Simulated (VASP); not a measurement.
# ScCo (Pm-3m) in VASP: notebook

Runs on ScCo. Level: LDA. Tasks: vibrations by perturbation theory.

Everything below comes from runs of VASP 6.6.1. Logs are shortened: lines on timing, memory, paths and dates and some standing lists are left out, and cuts for length are marked.

**1. The cell of the first run**

Symmetry: Pm-3m, No. 221, cubic system. The conventional cell has a = 2.995 Å, b = 2.995 Å, c = 2.995 Å, α = 90.00°, β = 90.00°, γ = 90.00°. Within 3.4 Å of Sc (site symmetry m-3m) lie 8 Co at 2.59 Å and 6 Sc at 3.00 Å. Within 3.4 Å of Co (site symmetry m-3m) lie 8 Sc at 2.59 Å and 6 Co at 3.00 Å.

**2. Vibrations by perturbation theory, LDA**

INCAR reads:

```
SYSTEM = ScCo
PREC = Accurate
ENCUT = 520
EDIFF = 1E-8
ISMEAR = -1
SIGMA = 0.15
LREAL = .False.
LASPH = .True.
NELM = 100
ALGO = Normal
ISIF = 2
LWAVE = .False.
LCHARG = .False.
GGA = CA
NBANDS = 17
IBRION = 8
NSW = 1
```

KPOINTS reads:

```
regular mesh
0
Gamma
  14 14 14
  0 0 0
```

POSCAR reads:

```
ScCo
1.0
    2.9951069978      0.0000000000      0.0000000000
    0.0000000000      2.9951069978      0.0000000000
    0.0000000000      0.0000000000      2.9951069978
Sc Co
1 1
Direct
    0.5000000000      0.5000000000      0.5000000000
    0.0000000000      0.0000000000      0.0000000000
```

Potentials or basis: VASP PAW LDA potentials, release 64 (Sc_sv, Co).

On the command line:

```console
$ cat potpaw_LDA.64/Sc_sv/POTCAR potpaw_LDA.64/Co/POTCAR > POTCAR
$ mpirun -np 1 vasp_std > vasp.out
```

OUTCAR:

```text
SYSTEM = ScCo
   PREC = Accurate
   ENCUT = 520
   EDIFF = 1E-8
   ISMEAR = -1
   LREAL = .False.
   LASPH = .True.
   NELM = 100
   ISIF = 2
   GGA = CA
   IBRION = 8
   NSW = 1

 ion  position               nearest neighbor table
   1  0.500  0.500  0.500-   2 2.59   2 2.59   2 2.59   2 2.59   2 2.59   2 2.59   2 2.59   2 2.59

   2  0.000  0.000  0.000-   1 2.59   1 2.59   1 2.59   1 2.59   1 2.59   1 2.59   1 2.59   1 2.59

  LATTYP: Found a simple cubic cell.
 ALAT       =     2.9951069978

  Lattice vectors:

 A1 = (   2.9951069978,   0.0000000000,   0.0000000000)
 A2 = (   0.0000000000,   2.9951069978,   0.0000000000)
 A3 = (   0.0000000000,   0.0000000000,   2.9951069978)

Analysis of symmetry for initial positions (statically):
=====================================================================
 Subroutine PRICEL returns:
 Original cell was already a primitive cell.

 Routine SETGRP: Setting up the symmetry group for a
 simple cubic supercell.

 Subroutine GETGRP returns: Found 48 space group operations
 (whereof 48 operations were pure point group operations)
 out of a pool of 48 trial point group operations.

The static configuration has the point symmetry O_h .

Analysis of symmetry for dynamics (positions and initial velocities):
=====================================================================
 Subroutine PRICEL returns:
 Original cell was already a primitive cell.

 Routine SETGRP: Setting up the symmetry group for a
 simple cubic supercell.

 Subroutine GETGRP returns: Found 48 space group operations
 (whereof 48 operations were pure point group operations)
 out of a pool of 48 trial point group operations.

The dynamic configuration has the point symmetry O_h .

 Subroutine INISYM returns: Found 48 space group operations
 (whereof 48 operations are pure point group operations),
 and found     1 'primitive' translations

----------------------------------------------------------------------------------------

                                     Primitive cell

[... 640 lines left out ...]
 -----------------------------------------------------------------------------
  energy-cutoff  :      520.00
  volume of cell :       26.87
      direct lattice vectors                 reciprocal lattice vectors
     2.995106998  0.000000000  0.000000000     0.333877888  0.000000000  0.000000000
     0.000000000  2.995106998  0.000000000     0.000000000  0.333877888  0.000000000
     0.000000000  0.000000000  2.995106998     0.000000000  0.000000000  0.333877888

 POSITION                                       TOTAL-FORCE (eV/Angst)
 -----------------------------------------------------------------------------------
      1.49755      1.49755      1.49755         0.000000      0.000000      0.000000
      0.00000      0.00000      0.00000         0.000000      0.000000      0.000000
 -----------------------------------------------------------------------------------
    total drift:                                0.000000      0.000000     -0.000000

  FREE ENERGIE OF THE ION-ELECTRON SYSTEM (eV)
  ---------------------------------------------------
  free  energy   TOTEN  =       -15.7265697493 eV

  energy  without entropy=      -15.6502675054  energy(sigma->0) =      -15.68841863

[... ionic steps 2 to 3 ...]

--------------------------------------- Ionic step        4  -------------------------------------------

------------------------ aborting loop because EDIFF is reached ----------------------------------------

[... ionic steps 5 to 6 ...]

--------------------------------------- Ionic step        7  -------------------------------------------

 Free energy of the ion-electron system (eV)
  ---------------------------------------------------
  ---------------------------------------------------
  free energy    TOTEN  =        -0.16958314 eV

  energy without entropy =       -0.16958314

------------------------ aborting loop because EDIFF is reached ----------------------------------------

 INTERNAL STRAIN TENSOR  FOR ION    2  DIRECTION 1   (eV/Angst):
 -----------------------------------------------------------------------------
     0.06551  0.00000  0.00000
    -0.00000 -0.01099 -0.00000
    -0.00000 -0.00000 -0.01099

 INTERNAL STRAIN TENSOR FOR ION    2 for displacements in x,y,z  (eV/Angst):
          X           Y           Z          XY          YZ          ZX
  --------------------------------------------------------------------------------
  x     0.00000     0.00000     0.00000     0.00000     0.00000     0.00000
  y     0.00000     0.00000     0.00000     0.00000     0.00000     0.00000
  z     0.00000     0.00000     0.00000     0.00000     0.00000     0.00000

 SECOND DERIVATIVES (NOT SYMMETRIZED)
 ------------------------------------
               1X          1Y          1Z          2X          2Y          2Z
  1X    -5.324552    0.000000    0.000000    5.324552   -0.000000    0.000000
  1Y     0.000000   -5.324552   -0.000000   -0.000000    5.324552    0.000000
  1Z    -0.000000    0.000000   -5.324552    0.000000    0.000000    5.324552
  2X     5.314802    0.000000   -0.000000   -5.314802   -0.000000    0.000000
  2Y    -0.000000    5.314802   -0.000000    0.000000   -5.314802    0.000000
  2Z     0.000000   -0.000000    5.314802   -0.000000    0.000000   -5.314802

 Eigenvectors and eigenvalues of the dynamical matrix
 ----------------------------------------------------

   1 f  =    7.140553 THz    44.865418 2PiTHz  238.183209 cm-1    29.530941 meV
             X         Y         Z           dx          dy          dz
      1.497553  1.497553  1.497553     0.000000    0.753471   -0.000000
      0.000000  0.000000  0.000000     0.000000   -0.657481    0.000000
[... 21 lines left out ...]
   6 f/i=    0.003242 THz     0.020368 2PiTHz    0.108130 cm-1     0.013406 meV
             X         Y         Z           dx          dy          dz
      1.497553  1.497553  1.497553    -0.657481    0.000000    0.000000
      0.000000  0.000000  0.000000    -0.753471    0.000000    0.000000

--------------------------------------------------------------------------------------------------------

 ELASTIC MODULI CONTR FROM IONIC RELAXATION (kBar)
 Direction    XX          YY          ZZ          XY          YZ          ZX
 --------------------------------------------------------------------------------
 XX           0.0000      0.0000      0.0000      0.0000      0.0000      0.0000
 YY           0.0000      0.0000      0.0000      0.0000      0.0000      0.0000
 ZZ           0.0000      0.0000      0.0000      0.0000      0.0000      0.0000
 XY           0.0000      0.0000      0.0000      0.0000      0.0000      0.0000
 YZ           0.0000      0.0000      0.0000      0.0000      0.0000      0.0000
 ZX           0.0000      0.0000      0.0000      0.0000      0.0000      0.0000
 --------------------------------------------------------------------------------
```

OSZICAR:

```text
N       E                     dE             d eps       ncg     rms          rms(c)
DAV:   1     0.177857521662E+03    0.17786E+03   -0.96648E+03  4216   0.145E+03
[... 50 lines left out ...]
RMM:   8    -0.169586739534E+00    0.44058E-05   -0.28720E-07 17379   0.472E-03    0.491E-04
RMM:   9    -0.169584378656E+00    0.23609E-05   -0.73319E-08 17649   0.159E-03    0.185E-04
RMM:  10    -0.169583329149E+00    0.10495E-05   -0.36626E-08 18272   0.640E-04    0.471E-05
RMM:  11    -0.169583161024E+00    0.16813E-06   -0.30301E-08 18443   0.370E-04    0.149E-05
RMM:  12    -0.169583115088E+00    0.45936E-07   -0.30146E-08 19376   0.284E-04    0.806E-06
RMM:  13    -0.169583146268E+00   -0.31180E-07   -0.30337E-08 18275   0.264E-04    0.228E-06
RMM:  14    -0.169583139143E+00    0.71251E-08   -0.30292E-08 19296   0.257E-04    0.815E-07
 Linear response finished
```

Run time: 2.5 min. Hardware: 1 thread of Intel Xeon 6975P-C (Granite Rapids), shared host; peak memory 0.42 GiB.

Results:

```yaml
Highest_phonon_frequency_at_Γ: 238 cm⁻¹
```

Phonon frequencies in cm⁻¹ (negative: imaginary):
```tsv
q point	frequencies
(0.000, 0.000, 0.000)	0 0 0 238 238 238
```

Caveat: the cell stands under pressure or tension, which shifts response properties; the run has no spin polarisation, though such a crystal can be magnetic. Spin polarisation is off, so any magnetic state and its effect on volume and gap are missing.

**3. Vibrations by perturbation theory, LDA**

This run uses another cell than the first one, of 13.78 Å³/atom.

INCAR reads:

```
ALGO     = Normal         # electronic algorithm
EDIFF    = 1E-8           # SCF threshold, eV
ENCUT    = 520            # plane-wave cutoff, eV
IBRION   = 8              # ionic algorithm
ISIF     = 2              # what is computed and relaxed
ISMEAR   = -1             # smearing method
LASPH    = True           # aspherical terms in the spheres
LCHARG   = False          # write CHGCAR
LREAL    = False          # projectors in reciprocal space
LWAVE    = False          # write WAVECAR
NELM     = 80             # most SCF steps
NSW      = 1              # ionic steps
PREC     = Accurate       # precision mode
SIGMA    = 0.15           # smearing width, eV
```

KPOINTS reads:

```
k-points
0
Gamma
  14 14 14
```

POSCAR reads:

```
ScCo
1.0
    3.0204303375      0.0000000000      0.0000000000
    0.0000000000      3.0204303375      0.0000000000
    0.0000000000      0.0000000000      3.0204303375
Sc Co
1 1
Direct
    0.5000000000      0.5000000000      0.5000000000
    0.0000000000      0.0000000000      0.0000000000
```

Potentials or basis: VASP PAW LDA potentials, release 64 (Sc_sv, Co).

On the command line:

```console
$ cat potpaw_LDA.64/Sc_sv/POTCAR potpaw_LDA.64/Co/POTCAR > POTCAR
$ mpirun -np 1 vasp_std > vasp.out
```

OUTCAR:

```text
EDIFF = 1E-8
   ENCUT = 520
   IBRION = 8
   ISIF = 2
   ISMEAR = -1
   LASPH = True
   LREAL = False
   NELM = 80
   NSW = 1
   PREC = Accurate

 ion  position               nearest neighbor table
   1  0.500  0.500  0.500-   2 2.62   2 2.62   2 2.62   2 2.62   2 2.62   2 2.62   2 2.62   2 2.62

   2  0.000  0.000  0.000-   1 2.62   1 2.62   1 2.62   1 2.62   1 2.62   1 2.62   1 2.62   1 2.62

  LATTYP: Found a simple cubic cell.
 ALAT       =     3.0204303375

  Lattice vectors:
[... 664 lines left out ...]
               1X          1Y          1Z          2X          2Y          2Z
  1X    -4.908355    0.000000   -0.000000    4.908355   -0.000000    0.000000
  1Y     0.000000   -4.908355   -0.000000   -0.000000    4.908355    0.000000
  1Z    -0.000000   -0.000000   -4.908355    0.000000    0.000000    4.908355
  2X     4.901157   -0.000000    0.000000   -4.901157    0.000000    0.000000
  2Y     0.000000    4.901157   -0.000000   -0.000000   -4.901157    0.000000
  2Z     0.000000    0.000000    4.901157   -0.000000   -0.000000   -4.901157

 Eigenvectors and eigenvalues of the dynamical matrix
 ----------------------------------------------------

   1 f  =    6.856343 THz    43.079677 2PiTHz  228.703001 cm-1    28.355546 meV
             X         Y         Z           dx          dy          dz
      1.510215  1.510215  1.510215     0.753412   -0.000000   -0.000000
      0.000000  0.000000  0.000000    -0.657549    0.000000    0.000000
[... 21 lines left out ...]
   6 f/i=    0.002492 THz     0.015659 2PiTHz    0.083133 cm-1     0.010307 meV
             X         Y         Z           dx          dy          dz
      1.510215  1.510215  1.510215    -0.404166    0.392857   -0.338650
      0.000000  0.000000  0.000000    -0.463088    0.450131   -0.388021

--------------------------------------------------------------------------------------------------------

 ELASTIC MODULI CONTR FROM IONIC RELAXATION (kBar)
 Direction    XX          YY          ZZ          XY          YZ          ZX
 --------------------------------------------------------------------------------
 XX           0.0000      0.0000      0.0000      0.0000      0.0000      0.0000
 YY           0.0000      0.0000      0.0000      0.0000      0.0000      0.0000
 ZZ           0.0000      0.0000      0.0000      0.0000      0.0000      0.0000
 XY           0.0000      0.0000      0.0000      0.0000      0.0000      0.0000
 YZ           0.0000      0.0000      0.0000      0.0000      0.0000      0.0000
 ZX           0.0000      0.0000      0.0000      0.0000      0.0000      0.0000
 --------------------------------------------------------------------------------
```

OSZICAR:

```text
N       E                     dE             d eps       ncg     rms          rms(c)
DAV:   1     0.201577419361E+03    0.20158E+03   -0.97386E+03  3448   0.175E+03
DAV:   2    -0.799351277196E+01   -0.20957E+03   -0.20545E+03  3702   0.513E+02
DAV:   3    -0.171417005946E+02   -0.91482E+01   -0.89133E+01  5146   0.133E+02
DAV:   4    -0.173297222401E+02   -0.18802E+00   -0.18750E+00  4316   0.157E+01
[... 49 lines left out ...]
RMM:   9    -0.169528111735E+00    0.21910E-05   -0.19284E-07 14953   0.292E-03    0.345E-04
RMM:  10    -0.169526297895E+00    0.18138E-05   -0.65383E-08 14498   0.125E-03    0.964E-05
RMM:  11    -0.169525994637E+00    0.30326E-06   -0.44258E-08 15925   0.560E-04    0.554E-05
RMM:  12    -0.169525868933E+00    0.12570E-06   -0.40447E-08 15908   0.301E-04    0.110E-05
RMM:  13    -0.169525864200E+00    0.47327E-08   -0.40768E-08 16023   0.221E-04    0.460E-06
 Linear response finished
```

Run time: 1.9 min. Hardware: 1 thread of Intel Xeon 6975P-C (Granite Rapids), shared host; peak memory 0.4 GiB.

Results:

```
Highest phonon frequency at Γ : 229 cm⁻¹
```

Phonon frequencies in cm⁻¹ (negative: imaginary):
```csv
q point,frequencies
"(0.000, 0.000, 0.000)",0 0 0 229 229 229
```

Caveat: the cell stands under pressure or tension, which shifts response properties; the run has no spin polarisation, though such a crystal can be magnetic. Spin polarisation is off, so any magnetic state and its effect on volume and gap are missing.

(Part 1 of 2 ends here.)
